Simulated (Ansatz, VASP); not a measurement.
**MgH2 in VASP and in Ansatz**

```xyz
6
Lattice="4.4846 0.0000 0.0000 0.0000 4.4846 0.0000 0.0000 0.0000 2.9965" Properties=species:S:1:pos:R:3 pbc="T T T"
Mg    0.0000    0.0000    0.0000
Mg    2.2423    2.2423    1.4982
H     1.3664    1.3664    0.0000
H     0.8759    3.6087    1.4982
H     3.1182    3.1182    0.0000
H     3.6087    0.8759    1.4982
```

Alike in both runs: functional r2SCAN; k mesh 6 × 6 × 8; no spin polarisation.

Ansatz relaxed the structure, and its values are those at the end. VASP's run is a single point on that final structure, the one shown.

|  | VASP | Ansatz |
| --- | --- | --- |
| version | VASP 6.6.1 | Ansatz 0.2.0 |
| potentials or method | VASP PAW PBE potentials, release 64 (Mg, H), cutoff 660 eV | scalar-relativistic, plane waves, PAW |
| occupations | gaussian, width 0.01 eV | fixed |
| valence electrons in the cell | 8 | 24 |

```tsv
	VASP	Ansatz	Ansatz less VASP
gap on the k mesh at the Fermi level (eV)	4.46	4.48	+0.017
least direct gap on the mesh (eV)	5.25	5.26	+0.017
pressure (GPa)	-0.3	0.0	+0.31
```

VASP's potentials were made for PBE, not for r2SCAN. VASP's potentials hold 8 valence electrons a cell and Ansatz's 24, so a difference there can come from the potentials and not from the codes.
